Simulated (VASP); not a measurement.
Cr: relaxation of volume and atoms at fixed shape with PBEsol

Crystal: Cr.

```xyz
2
Lattice="2.8840 0.0000 0.0000 0.0000 2.8840 0.0000 0.0000 0.0000 2.8840" Properties=species:S:1:pos:R:3 pbc="T T T"
Cr    0.0000    0.0000    0.0000
Cr    1.4420    1.4420    1.4420
```

| Item | Value |
| --- | --- |
| Program | VASP 6.6.1 |
| Task | relaxation of volume and atoms at fixed shape |
| Functional | PBEsol |
| Potentials or basis | VASP PAW PBE potentials, release 64 (Cr_pv) |
| Cutoff | 600 eV |
| k mesh | 18 × 18 × 18 |
| Occupations | methfessel-paxton, width 0.1 eV |
| Spin | no spin polarisation |
| Dipole correction | no |
| Further INCAR settings | ALGO = Normal; EDIFF = 1e-07; IBRION = 2; EDIFFG = -0.01; NSW = 80; ISIF = 8 |

* Relaxed volume: 11.12 Å³/atom
* Relaxed cell: a = 2.812 Å, b = 2.812 Å, c = 2.812 Å, α = 90.00°, β = 90.00°, γ = 90.00°
* Space group after relaxing (to 0.05 Å): Im-3m (No. 229)
* Energy gained by relaxing: 53.4 meV/atom
* Ionic steps: 4
* Pressure after relaxing: -0.1 GPa
* Band gap on the k mesh: zero (band 12 reaches 12.56 eV, above the bottom of band 13 at 10.95 eV)

The path:
```csv
step,energy change (eV),largest force (eV/Å),pressure (GPa),volume (Å³)
1,0.0000,0.0000,-18.25,23.99
2,0.2525,0.0000,47.97,19.55
3,-0.1066,0.0000,-0.85,22.30
4,-0.1068,0.0000,-0.13,22.24
```

Final structure:
```cif
data_structure
_symmetry_space_group_name_H-M 'P 1'
_symmetry_Int_Tables_number 1
_cell_length_a 2.8124
_cell_length_b 2.8124
_cell_length_c 2.8124
_cell_angle_alpha 90.000
_cell_angle_beta 90.000
_cell_angle_gamma 90.000
_cell_volume 22.24
loop_
_atom_site_label
_atom_site_type_symbol
_atom_site_fract_x
_atom_site_fract_y
_atom_site_fract_z
_atom_site_occupancy
Cr1 Cr 0.00000 0.00000 0.00000 1
Cr2 Cr 0.50000 0.50000 0.50000 1
```

Levels at points of the mesh, in eV from the Fermi level:
| k point | band 8 | band 9 | band 10 | band 11 | band 12 | band 13 | band 14 | band 15 | band 16 |
| --- | --- | --- | --- | --- | --- | --- | --- | --- | --- |
| (0.00, 0.00, 0.00) | -4.61 | -4.61 | -0.98 | -0.98 | -0.98 | 1.15 | 1.15 | 2.58 | 2.58 |
| (0.50, 0.00, 0.00) | -4.07 | -1.98 | -1.98 | -0.44 | -0.44 | -0.44 | -0.44 | 0.70 | 0.70 |
| (0.50, 0.50, 0.00) | -4.67 | -2.62 | -2.62 | 1.17 | 1.17 | 1.19 | 1.19 | 1.52 | 1.52 |
| (0.50, 0.50, 0.50) | -2.45 | -2.45 | -2.45 | -2.45 | -2.45 | 1.58 | 1.58 | 1.58 | 1.58 |

Wall time 5.4 min on 1 thread of AMD EPYC 7R43 64-Core Processor (Zen 3), with other jobs on the host, peak memory 0.18 GiB.

Caveat: the PAW data sets were made with another functional, which shifts forces and pressure a little; the run has no spin polarisation, though such a crystal can be magnetic. Spin polarisation is off, so any magnetic state and its effect on volume and gap are missing.
